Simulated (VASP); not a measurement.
Crystal: LaAg3.

```xyz
4
Lattice="0.0000 3.5705 3.5705 3.5705 0.0000 3.5705 3.5705 3.5705 0.0000" Properties=species:S:1:pos:R:3 pbc="T T T"
La    0.0000    0.0000    0.0000
Ag    1.7853    1.7853    1.7853
Ag    5.3558    5.3558    5.3558
Ag    3.5705    3.5705    3.5705
```

```yaml
Program: VASP 6.6.1
Task: relaxation of cell and atoms
Functional: PBEsol
Potentials_or_basis: VASP PAW PBE potentials, release 64 (La, Ag)
Cutoff: 600 eV
k_mesh: 6 × 6 × 6
Occupations: gaussian, width 0.05 eV
Spin: no spin polarisation
```

At the start: pressure -2.9 GPa; volume 22.76 Å³/atom.

Problem. Where does the relaxation end?

Solution. Over 3 steps the energy falls by 9.1 meV/atom and the volume is 21.81 Å³/atom (-4.2 %); space group Fm-3m (No. 225, to 0.05 Å).

Step by step:
```tsv
step	energy change (eV)	largest force (eV/Å)	pressure (GPa)	volume (Å³)
1	0.0000	0.0000	-2.92	91.04
2	-0.0294	0.0000	1.43	85.68
3	-0.0362	0.0000	0.00	87.23
```

Final structure:
```xyz
4
Lattice="0.0000 3.5200 3.5200 3.5200 0.0000 3.5200 3.5200 3.5200 0.0000" Properties=species:S:1:pos:R:3 pbc="T T T"
La    0.0000    0.0000    0.0000
Ag    1.7600    1.7600    1.7600
Ag    5.2801    5.2801    5.2801
Ag    3.5200    3.5200    3.5200
```

Caveat: the PAW data sets were made with another functional, which shifts forces and pressure a little.
